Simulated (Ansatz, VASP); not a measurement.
**One calculation of P, two programs**

Contents of INCAR:

```
PREC = Accurate
ENCUT = 520
EDIFF = 1E-6
ISMEAR = -1
SIGMA = 0.05
LREAL = F
LASPH = T
NELM = 100
ALGO = Normal
ISIF = 2
LWAVE = F
LCHARG = F
GGA = PS
NBANDS = 12
```

KPOINTS

```
regular mesh
0
Gamma
  8 8 8
```

File POSCAR:

```
P
1.0
    1.7084679262      0.9863844171      3.1296800121
   -1.7084679262      0.9863844171      3.1296800121
    0.0000000000     -1.9727688342      3.1296800121
P
2
Direct
    0.7729197500      0.7729197500      0.7729197500
    0.2270802500      0.2270802500      0.2270802500
```

The input input.yaml:

```yaml
crystal:
  lattice:
    - [1.7084679262, 0.9863844171, 3.1296800121]
    - [-1.7084679262, 0.9863844171, 3.1296800121]
    - [0.0, -1.9727688342, 3.1296800121]
  atoms:
    - { symbol: P, position: [0.77291975, 0.77291975, 0.77291975] }
    - { symbol: P, position: [0.22708025, 0.22708025, 0.22708025] }
hamiltonian:
  xc: pbesol
  pseudopotentials: { kind: paw }
kpoints:
  mp_grid: { grid: [8, 8, 8] }
  band_path:
    path:
      - [[0.0, 0.0, 0.0], [0.5, 0.0, 0.0], [0.5, 0.2328885113, -0.2328885113]]
      - [[0.7671114887, 0.5, 0.2328885113], [0.5, 0.5, 0.5], [0.0, 0.0, 0.0], [0.3664442556, 0.0, -0.3664442556]]
      - [[0.6335557444, 0.3664442556, 0.0], [0.5, 0.5, 0.0], [0.6335557444, 0.6335557444, 0.2328885113], [0.5, 0.5, 0.5]]
      - [[0.5, 0.0, 0.0], [0.7671114887, 0.3664442556, 0.3664442556]]
    npoints: 14
scf:
  occupations: { method: fermi_dirac, width: 0.05 }
  n_extra_bands: 6
output:
  forces: true
  stress: true
  eigenvalues: true
  fatbands: false
```

Alike in both runs: functional PBEsol; k mesh 8 × 8 × 8; occupations fermi-dirac, width 0.05 eV; no spin polarisation.

|  | VASP | Ansatz |
| --- | --- | --- |
| version | VASP 6.6.1 | Ansatz 0.2.0 |
| potentials or method | VASP PAW PBE potentials, release 64 (P) | Ansatz PAW |
| plane-wave cutoff (eV) | 520 | 420 |
| valence electrons in the cell | 10 | 10 |
| task | single point | band structure |

|  | VASP | Ansatz | Ansatz less VASP |
| --- | --- | --- | --- |
| gap on the k mesh at the Fermi level (eV) | none | none | - |
| pressure (GPa) | 0.2 | 0.2 | -0.05 |
| traceless stress, the component that is largest in VASP (GPa) | -1.17 | -1.32 | -0.143 |
| rms of the force components (eV/Å) | 0.211 | 0.233 | +0.0221 |

VASP's potentials were made for PBE, not for PBEsol. Atom by atom the forces differ by 0.022 eV/Å (rms over components). A gap of «none» marks a metal or a gap that the smearing closes. With one functional, cell and mesh, what is left measures potentials, basis and numerics.
